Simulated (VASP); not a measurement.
A run of VASP 6.6.1 is set up as follows.

INCAR

```
SYSTEM = Au
PREC = Accurate ; ENCUT = 520
EDIFF = 1E-7 ; ISMEAR = 0
SIGMA = 0.15 ; LREAL = .FALSE.
LASPH = .TRUE. ; NELM = 100
ALGO = Fast ; ISIF = 2
LWAVE = .FALSE. ; LCHARG = .FALSE.
GGA = PS ; NBANDS = 12
```

Contents of KPOINTS:

```
Automatic mesh
0
G
  26 26 26
  0 0 0
```

The input POSCAR:

```
Au
1.0
   -1.7021270641      1.7021270641      1.5805465595
    1.7021270641     -1.7021270641      1.5805465595
    1.7021270641      1.7021270641     -1.5805465595
Au
1
Direct
    0.0000000000      0.0000000000      0.0000000000
```

Potentials or basis: VASP PAW PBE potentials, release 64 (Au).

Launch:

```console
$ cat potpaw_PBE.64/Au/POTCAR > POTCAR
$ mpirun -np 1 vasp_std > vasp.out
```

Question: Estimate the pressure.

Answer: -10.1 GPa.

Stress tensor (GPa, compression positive):
```
 -9.88   0.00   0.00
  0.00  -9.88   0.00
  0.00   0.00 -10.67
```

Caveat: the cell differs from its parent crystal (strain +0.050 along x and y, -0.025 along z); the PAW data sets were made with another functional, which shifts forces and pressure a little.
